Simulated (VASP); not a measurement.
A run of VASP 6.6.1 is set up as follows.

INCAR

```
  ALGO = Normal
  EDIFF = 1E-6
  ENCUT = 520
  GGA = PE
  ISIF = 2
  ISMEAR = -1
  LASPH = T
  LCHARG = F
  LREAL = F
  LWAVE = F
  NBANDS = 28
  NELM = 80
  PREC = Accurate
  SIGMA = 0.1
```

The input KPOINTS:

```
k-points
0
Gamma
  11 11 3
```

POSCAR

```
Ca
1.0
    3.8527339369      0.0000000000      0.0000000000
   -1.9263669685      3.3365654634      0.0000000000
    0.0000000000      0.0000000000     12.6369553762
Ca
4
Direct
    0.0000000000      0.0000000000      0.0000000000
    0.0000000000      0.0000000000      0.5000000000
    0.3333333333      0.6666666667      0.2500000000
    0.6666666667      0.3333333333      0.7500000000
```

Potentials or basis: VASP PAW PBE potentials, release 64 (Ca_sv).

Command:

```sh
$ cat potpaw_PBE.64/Ca_sv/POTCAR > POTCAR
$ mpirun -np 1 vasp_std > vasp.out
```

Problem. What does it give for the pressure?

Solution. 0.8 GPa.

Problem. Estimate the band gap on the k mesh.

Solution. Zero (bands 20 and 21 overlap by 0.34 eV).
